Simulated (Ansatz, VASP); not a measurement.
**One calculation of PbSe, two programs**

INCAR

```
  ALGO = Normal
  EDIFF = 1E-7
  ENCUT = 520
  GGA = PE
  GGA_COMPAT = False
  ISIF = 2
  ISMEAR = 0
  LASPH = True
  LCHARG = True
  LORBIT = 11
  LORBMOM = True
  LREAL = False
  LSORBIT = True
  LVHAR = True
  LWAVE = False
  MAGMOM = 0 0 0 0 0 0
  NBANDS = 32
  NELM = 150
  PREC = Accurate
  SIGMA = 0.05
```

The input KPOINTS:

```
k-points
0
Gamma
  12 12 12
```

POSCAR

```
PbSe
1.0
    0.0000000000      3.1039764788      3.1039764788
    3.1039764788      0.0000000000      3.1039764788
    3.1039764788      3.1039764788      0.0000000000
Pb Se
1 1
Direct
    0.5000000000      0.5000000000      0.5000000000
    0.0000000000      0.0000000000      0.0000000000
```

Input for Ansatz:

```yaml
crystal:
  lattice:
    - [0.0, 3.1039764788, 3.1039764788]
    - [3.1039764788, 0.0, 3.1039764788]
    - [3.1039764788, 3.1039764788, 0.0]
  atoms:
    - { symbol: Pb, position: [0.5, 0.5, 0.5] }
    - { symbol: Se, position: [0.0, 0.0, 0.0] }
basis:
  ecutwfc: 420
  ecutrho_ratio: 4
kpoints:
  mp_grid: { grid: [12, 12, 12] }
hamiltonian:
  xc: pbe
scf:
  occupations: { method: gaussian, width: 0.05 }
output:
  forces: true
  stress: true
magnetization:
  noncollinear: true
  spin_orbit: true
```

Alike in both runs: task single point; functional PBE; k mesh 12 × 12 × 12; occupations gaussian, width 0.05 eV; non-collinear spin, spin-orbit coupling.

|  | VASP | Ansatz |
| --- | --- | --- |
| version | VASP 6.6.1 | Ansatz 0.2.0 |
| potentials or method | VASP PAW PBE potentials, release 64 (Pb_d, Se), cutoff 520 eV | plane waves, PAW |
| valence electrons in the cell | 20 | 30 |

```tsv
	VASP	Ansatz	Ansatz less VASP
pressure (GPa)	0.1	0.0	-0.10
net moment per atom (μB)	0.00	0.00	0.000
```

VASP's potentials hold 20 valence electrons a cell and Ansatz's 30, so a difference there can come from the potentials and not from the codes.
